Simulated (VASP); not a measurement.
# Si (a cell with a defect) in VASP: notebook

Si (a cell with a defect) is run at these levels: PBE; tasks: relaxation of the atoms.

Everything below comes from runs of VASP 6.6.1. Logs are shortened: lines on timing, memory, paths and dates and some standing lists are left out, and cuts for length are marked.

## (1) The cell of the first run

The cell holds a defect, 17 atoms: a = 7.679 Å, b = 7.679 Å, c = 7.679 Å, α = 60.00°, β = 60.00°, γ = 60.00°.

## (2) Relaxation of the atoms, PBE

File INCAR:

```
SYSTEM = Si
  ALGO = Normal
  EDIFF = 1E-6
  EDIFFG = -0.03
  ENCUT = 520
  GGA = PE
  IBRION = 2
  ISIF = 2
  ISMEAR = 0
  LASPH = .TRUE.
  LCHARG = .FALSE.
  LREAL = Auto
  LWAVE = .FALSE.
  NELM = 100
  NSW = 80
  PREC = Accurate
  SIGMA = 0.05
```

File KPOINTS:

```
k-points
0
G
  2 2 2
  0 0 0
```

File POSCAR:

```
Si
1.0
    0.0000000000      5.4300000000      5.4300000000
    5.4300000000      0.0000000000      5.4300000000
    5.4300000000      5.4300000000      0.0000000000
Si
17
Direct
    0.0000000000      0.0000000000      0.0000000000
    0.1250000000      0.1250000000      0.1250000000
    0.0000000000      0.0000000000      0.5000000000
    0.1250000000      0.1250000000      0.6250000000
    0.0000000000      0.5000000000      0.0000000000
    0.1250000000      0.6250000000      0.1250000000
    0.0000000000      0.5000000000      0.5000000000
    0.1250000000      0.6250000000      0.6250000000
    0.5000000000      0.0000000000      0.0000000000
    0.6250000000      0.1250000000      0.1250000000
    0.5000000000      0.0000000000      0.5000000000
    0.6250000000      0.1250000000      0.6250000000
    0.5000000000      0.5000000000      0.0000000000
    0.6250000000      0.6250000000      0.1250000000
    0.5000000000      0.5000000000      0.5000000000
    0.6250000000      0.6250000000      0.6250000000
    0.0548443000      0.3110724000      0.8111051000
```

Potentials or basis: VASP PAW PBE potentials, release 64 (Si).

Command:

```
$ cat potpaw_PBE.64/Si/POTCAR > POTCAR
$ mpirun -np 1 vasp_std > vasp.out
```

OUTCAR:

```text
SYSTEM = Si
   EDIFF = 1E-6
   EDIFFG = -0.03
   ENCUT = 520
   GGA = PE
   IBRION = 2
   ISIF = 2
   ISMEAR = 0
   LASPH = .TRUE.
   LREAL = Auto
   NELM = 100
   NSW = 80
   PREC = Accurate

 ion  position               nearest neighbor table
   1  0.000  0.000  0.000-  17 2.22   4 2.35   6 2.35  10 2.35   2 2.35
   2  0.125  0.125  0.125-  17 2.29   3 2.35   5 2.35   9 2.35   1 2.35
   3  0.000  0.000  0.500-   2 2.35   4 2.35   8 2.35  12 2.35
   4  0.125  0.125  0.625-  17 2.21   3 2.35   7 2.35  11 2.35   1 2.35
   5  0.000  0.500  0.000-  17 2.30   6 2.35   8 2.35  14 2.35   2 2.35
   6  0.125  0.625  0.125-   1 2.35   5 2.35   7 2.35  13 2.35
   7  0.000  0.500  0.500-  17 2.22   6 2.35   8 2.35  16 2.35   4 2.35
   8  0.125  0.625  0.625-  17 2.29   5 2.35   7 2.35  15 2.35   3 2.35
   9  0.500  0.000  0.000-   2 2.35  10 2.35  12 2.35  14 2.35
  10  0.625  0.125  0.125-   1 2.35   9 2.35  11 2.35  13 2.35
  11  0.500  0.000  0.500-   4 2.35  10 2.35  12 2.35  16 2.35
  12  0.625  0.125  0.625-   3 2.35   9 2.35  11 2.35  15 2.35
  13  0.500  0.500  0.000-   6 2.35  10 2.35  14 2.35  16 2.35
  14  0.625  0.625  0.125-   5 2.35   9 2.35  13 2.35  15 2.35
  15  0.500  0.500  0.500-   8 2.35  12 2.35  14 2.35  16 2.35
  16  0.625  0.625  0.625-   7 2.35  11 2.35  13 2.35  15 2.35
  17  0.055  0.311  0.811-   4 2.21   1 2.22   7 2.22   2 2.29   8 2.29   5 2.30

  LATTYP: Found a face centered cubic cell.
 ALAT       =    10.8600000000

  Lattice vectors:

 A1 = (   0.0000000000,   5.4300000000,   5.4300000000)
 A2 = (   5.4300000000,   0.0000000000,   5.4300000000)
 A3 = (   5.4300000000,   5.4300000000,   0.0000000000)

Analysis of symmetry for initial positions (statically):
=====================================================================
 Subroutine PRICEL returns:
 Original cell was already a primitive cell.

 Routine SETGRP: Setting up the symmetry group for a
 face centered cubic supercell.

 Subroutine GETGRP returns: Found  1 space group operations
 (whereof  1 operations were pure point group operations)
 out of a pool of 48 trial point group operations.

The static configuration has the point symmetry C_1 .

Analysis of symmetry for dynamics (positions and initial velocities):
=====================================================================
 Subroutine PRICEL returns:
 Original cell was already a primitive cell.

 Routine SETGRP: Setting up the symmetry group for a
 face centered cubic supercell.

 Subroutine GETGRP returns: Found  1 space group operations
 (whereof  1 operations were pure point group operations)
 out of a pool of 48 trial point group operations.

The dynamic configuration has the point symmetry C_1 .

 Subroutine INISYM returns: Found  1 space group operations
 (whereof  1 operations are pure point group operations),
 and found     1 'primitive' translations

----------------------------------------------------------------------------------------

                                     Primitive cell

  volume of cell :     320.2060

  direct lattice vectors                    reciprocal lattice vectors
     0.000000000  5.430000000  5.430000000    -0.092081031  0.092081031  0.092081031
     5.430000000  0.000000000  5.430000000     0.092081031 -0.092081031  0.092081031
     5.430000000  5.430000000  0.000000000     0.092081031  0.092081031 -0.092081031

  length of vectors
     7.679179644  7.679179644  7.679179644     0.159489025  0.159489025  0.159489025

  position of ions in fractional coordinates (direct lattice)
     0.000000000  0.000000000  0.000000000
     0.125000000  0.125000000  0.125000000
     0.000000000  0.000000000  0.500000000
     0.125000000  0.125000000  0.625000000
     0.000000000  0.500000000  0.000000000
     0.125000000  0.625000000  0.125000000
[... 9 lines left out ...]
     0.625000000  0.625000000  0.625000000
     0.054844300  0.311072400  0.811105100

  ion indices of the primitive-cell ions
   primitive index   ion index
                 1           1
                 2           2
                 3           3
                 4           4
                 5           5
                 6           6
[... 9 lines left out ...]
                16          16
                17          17

----------------------------------------------------------------------------------------

 KPOINTS: k-points

Automatic generation of k-mesh.
 Grid dimensions read from file:
 generate k-points for:    2    2    2

 Generating k-lattice:

  Cartesian coordinates                     Fractional coordinates (reciprocal lattice)
    -0.046040516  0.046040516  0.046040516     0.500000000  0.000000000  0.000000000
     0.046040516 -0.046040516  0.046040516     0.000000000  0.500000000  0.000000000
     0.046040516  0.046040516 -0.046040516     0.000000000  0.000000000  0.500000000

  Length of vectors
     0.079744512  0.079744512  0.079744512

  Shift w.r.t. Gamma in fractional coordinates (k-lattice)
     0.000000000  0.000000000  0.000000000

 Subroutine IBZKPT returns following result:
 ===========================================

 Found      8 irreducible k-points:

 Following reciprocal coordinates:
            Coordinates               Weight
  0.000000  0.000000  0.000000      1.000000
  0.500000  0.000000  0.000000      1.000000
  0.000000  0.500000  0.000000      1.000000
  0.000000  0.000000  0.500000      1.000000
  0.500000  0.500000  0.500000      1.000000
  0.500000  0.500000  0.000000      1.000000
  0.000000  0.500000  0.500000      1.000000
  0.500000  0.000000  0.500000      1.000000
   k-points           NKPTS =      8   k-points in BZ     NKDIM =      8   number of bands    NBANDS=     43
   number of dos      NEDOS =    301   number of ions     NIONS =     17
   total plane-waves  NPLWV = 216000
   dimension x,y,z NGX =    60 NGY =   60 NGZ =   60
   dimension x,y,z NGXF=   120 NGYF=  120 NGZF=  120
   ions per type =              17
   NGX,Y,Z   is equivalent  to a cutoff of  12.99, 12.99, 12.99 a.u.
   NGXF,Y,Z  is equivalent  to a cutoff of  25.98, 25.98, 25.98 a.u.
 SYSTEM =  Si
   PREC   = accura    normal or accurate (medium, high low for compatibility)
   ISTART =      0    job   : 0-new  1-cont  2-samecut
   ICHARG =      2    charge: 1-file 2-atom 10-const
   ISPIN  =      1    spin polarized calculation?
   LNONCOLLINEAR =      F non collinear calculations
   LSORBIT =      F    spin-orbit coupling
   LASPH  =      T    aspherical Exc in radial PAW
   ENCUT  =  520.0 eV  38.22 Ry    6.18 a.u.  14.28 14.28 14.28*2*pi/ulx,y,z
   NELM   =    100;   NELMIN=  2; NELMDL= -5     # of ELM steps
   EDIFF  = 0.1E-05   stopping-criterion for ELM
   LREAL  =      T    real-space projection
   EDIFFG = -.3E-01   stopping-criterion for IOM
   NSW    =     80    number of steps for IOM
   IBRION =      2    ionic relax: 0-MD 1-quasi-New 2-CG
   NFREE  =      1    steps in history (QN), initial steepest desc. (CG)
   ISIF   =      2    stress and relaxation
   ISYM   =      2    0-nonsym 1-usesym 2-fastsym
   POTIM  = 0.5000    time-step for ionic-motion
   TEBEG  =    0.0;   TEEND  =   0.0 temperature during run
   PSTRESS=    0.0 pullay stress
   NELECT =      68.0000    total number of electrons
   NUPDOWN=      -1.0000    fix difference up-down
   EMIN   =  10.00;   EMAX   =-10.00  energy-range for DOS
   EFERMI =   0.00;   METHOD = LEGACY
   ISMEAR =     0;   SIGMA  =   0.05  broadening in eV -4-tet -1-fermi 0-gaus
   EFERMI_NEDOS =   21; number of points for ismear=-14 and -15
   IALGO  =     38    algorithm
   IMIX   =      4    mixing-type and parameters
     AMIX     =   0.40;   BMIX     =  1.00
     AMIX_MAG =   1.60;   BMIX_MAG =  1.00
  volume/ion in A,a.u.               =      18.84       127.11
  Fermi-wavevector in a.u.,A,eV,Ry     =   0.976715  1.845724 12.979587  0.953973
  Thomas-Fermi vector in A             =   2.107356
   LORBIT       =      0    0 simple, 1 ext, 2 COOP (PROOUT), +10 PAW based schemes
   GGA     = PE    functional components
   LHFCALC =     F    Hartree Fock is set to
   AEXX    =    0.0000 exact exchange contribution
   IVDW    =     0    specifies the selected vdW correction
   LEPSILON=     F    determine dielectric tensor
   LRPA    =     F    only Hartree local field effects (RPA)
 conjugate gradient relaxation of ions
 non-spin polarized calculation
 Gauss-broadening in eV      SIGMA  =   0.05
  energy-cutoff  :      520.00
  volume of cell :      320.21
 maximum number of plane-waves:      8646
 NGX is ok and might be reduce to    60
   NGX = 29   NGY = 29   NGZ = 29

--------------------------------------- Ionic step        1  -------------------------------------------

 number of electron      68.0000003 magnetization

 Free energy of the ion-electron system (eV)
  ---------------------------------------------------
  ext. energy  EPLUGINS =         0.00000000
  ---------------------------------------------------
  free energy    TOTEN  =       -86.70499013 eV

  energy without entropy =      -86.69456851  energy(sigma->0) =      -86.69977932

------------------------ aborting loop because EDIFF is reached ----------------------------------------

  FORCE on cell =-STRESS in cart. coord.  units (eV):
  Direction    XX          YY          ZZ          XY          YZ          ZX
  --------------------------------------------------------------------------------------
  -------------------------------------------------------------------------------------
  Total       15.3452918     15.1571632     15.1572785      4.2505256     -4.2781352      4.2504759
  in kB       76.7814395     75.8401225     75.8406990     21.2678570    -21.4060040     21.2676087
  external PRESSURE =      76.1540870 kB  Pullay stress =       0.0000000 kB
[... 134 lines left out ...]
  FREE ENERGIE OF THE ION-ELECTRON SYSTEM (eV)
  ---------------------------------------------------
  free  energy   TOTEN  =       -87.4076040404 eV

  energy  without entropy=      -87.4005468949  energy(sigma->0) =      -87.40407547

[... ionic steps 4 to 17 ...]

--------------------------------------- Ionic step       18  -------------------------------------------

 number of electron      68.0000000 magnetization

------------------------ aborting loop because EDIFF is reached ----------------------------------------

  FORCE on cell =-STRESS in cart. coord.  units (eV):
  Direction    XX          YY          ZZ          XY          YZ          ZX
  --------------------------------------------------------------------------------------
  -------------------------------------------------------------------------------------
  Total        9.6870424      9.6884203      9.6882954      0.8833198     -0.8993874      0.8830599
  in kB       48.4699194     48.4768141     48.4761889      4.4197640     -4.5001592      4.4184636
  external PRESSURE =      48.4743075 kB  Pullay stress =       0.0000000 kB
[... 87 lines left out ...]
  energy  without entropy=      -87.6745611675  energy(sigma->0) =      -87.67917963

--------------------------------------- Ionic step       20  -------------------------------------------

 number of electron      68.0000000 magnetization

 Free energy of the ion-electron system (eV)
  ---------------------------------------------------
  ext. energy  EPLUGINS =         0.00000000
  ---------------------------------------------------
  free energy    TOTEN  =       -87.68428123 eV

  energy without entropy =      -87.67522081  energy(sigma->0) =      -87.67975102

 E-fermi :   6.7239     XC(G=0):  -9.6901

 val. band max:        6.7227632593   @ k =   0.5000   0.0000   0.0000
 cond. band min:       6.7479701431   @ k =   0.0000   0.0000   0.0000
 fundamental gap:      0.0252068838
 Fermi energy:         6.7239436422

 k-point     1 :       0.0000    0.0000    0.0000
  band No.  band energies     occupation
      1      -6.2177      2.00000
      2      -3.9005      2.00000
      3      -3.6332      2.00000
      4      -3.6314      2.00000
      5      -3.3899      2.00000
      6      -2.5323      2.00000
[... 401 lines left out ...]
  FREE ENERGIE OF THE ION-ELECTRON SYSTEM (eV)
  ---------------------------------------------------
  free  energy   TOTEN  =       -87.6842812344 eV

  energy  without entropy=      -87.6752208129  energy(sigma->0) =      -87.67975102

 reached required accuracy - stopping structural energy minimisation
```

It took 19 min on 1 thread of Intel Xeon 6975P-C (Granite Rapids), shared host; peak memory 0.52 GiB.

What came out:

```
Free energy                  : -87.6843 eV
Energy gained by relaxing    : 57.6 meV/atom
Ionic steps                  : 20
Pressure after relaxing      : 4.8 GPa
Largest force after relaxing : 0.029 eV/Å
Band gap on the k mesh       : 0.03 eV
```

Forces in eV/Å, atoms in the order of the input:
```
Si  -0.010  0.003  0.010
Si   0.011 -0.006 -0.007
Si   0.019 -0.003 -0.003
Si   0.004 -0.007 -0.008
Si  -0.016  0.011  0.011
Si  -0.006  0.010  0.010
Si  -0.010  0.010  0.003
Si   0.011 -0.007 -0.006
Si   0.009 -0.004 -0.005
Si  -0.011  0.019  0.002
Si  -0.001 -0.017 -0.017
Si   0.000  0.005  0.005
Si   0.001  0.001  0.001
Si  -0.005  0.008  0.008
Si   0.009 -0.005 -0.004
Si  -0.011  0.002  0.019
Si   0.007 -0.020 -0.020
```

Stress tensor (GPa, compression positive):
```
 4.84  0.45  0.45
 0.45  4.84 -0.45
 0.45 -0.45  4.84
```

Step by step:
```
step  energy change (eV)  largest force (eV/Å)  pressure (GPa)
   1              0.0000                2.6346            7.62
   2             -0.7021                0.7427            6.28
   3             -0.7026                0.7350            6.29
   4             -0.7839                0.4337            6.12
   5             -0.7869                0.4357            6.09
   6             -0.8192                0.2794            6.02
   7             -0.8261                0.2665            5.97
   8             -0.8565                0.2270            5.90
   9             -0.9124                0.3642            5.64
  10             -0.8790                0.8263            5.08
  11             -0.9216                0.5296            5.46
  12             -0.9394                0.4577            5.36
  13             -0.9704                0.2257            5.04
  14             -0.9734                0.1277            4.90
  15             -0.9760                0.0723            4.88
  16             -0.9769                0.0841            4.87
  17             -0.9776                0.0686            4.86
  18             -0.9788                0.0413            4.85
  19             -0.9788                0.0357            4.84
  20             -0.9793                0.0291            4.84
```

Final structure:
```
Si
1.0
     0.00000    5.43000    5.43000
     5.43000    0.00000    5.43000
     5.43000    5.43000    0.00000
Si
17
Direct
  0.00447 0.97367 0.01060
  0.11897 0.11628 0.14760
  0.95151 0.01585 0.51585
  0.11894 0.11639 0.61639
  0.00430 0.51063 0.01063
  0.17860 0.60684 0.10684
  0.00447 0.51060 0.47368
  0.11897 0.64760 0.61628
  0.49050 0.99880 0.01118
  0.63253 0.11211 0.12731
  0.49062 0.99886 0.49886
  0.57490 0.14150 0.64150
  0.55694 0.48077 0.98078
  0.63248 0.62737 0.12737
  0.49050 0.51117 0.49880
  0.63253 0.62731 0.61211
  0.05361 0.31532 0.81532
```

Levels at points of the mesh, in eV from the valence-band top:
```csv
k point,band 31,band 32,band 33,band 34,band 35,band 36,band 37,band 38
"(0.00, 0.00, 0.00)",-1.36,-0.65,-0.65,-0.46,0.03,0.03,0.31,0.31
"(0.50, 0.00, 0.00)",-1.38,-1.24,-1.24,0.00,0.49,0.50,1.25,1.25
"(0.00, 0.50, 0.00)",-1.35,-1.32,-0.82,-0.28,0.32,0.67,0.99,1.16
"(0.00, 0.00, 0.50)",-1.35,-1.32,-0.82,-0.28,0.32,0.67,0.99,1.16
"(0.50, 0.50, 0.50)",-1.35,-1.32,-0.82,-0.28,0.32,0.67,0.99,1.16
"(0.50, 0.50, 0.00)",-1.84,-1.69,-0.38,-0.22,0.56,1.46,1.54,1.67
"(0.00, 0.50, 0.50)",-1.84,-1.69,-0.38,-0.22,0.57,1.46,1.54,1.66
"(0.50, 0.00, 0.50)",-1.84,-1.69,-0.38,-0.22,0.56,1.46,1.54,1.67
```

Caveat: the k points lie up to 0.50 Å⁻¹ apart; semilocal functionals underestimate gaps, and a narrow one can read as zero.

(Continued in part 2 of 2.)

The gap in the log of VASP goes by the Fermi energy; the results here count the filled bands.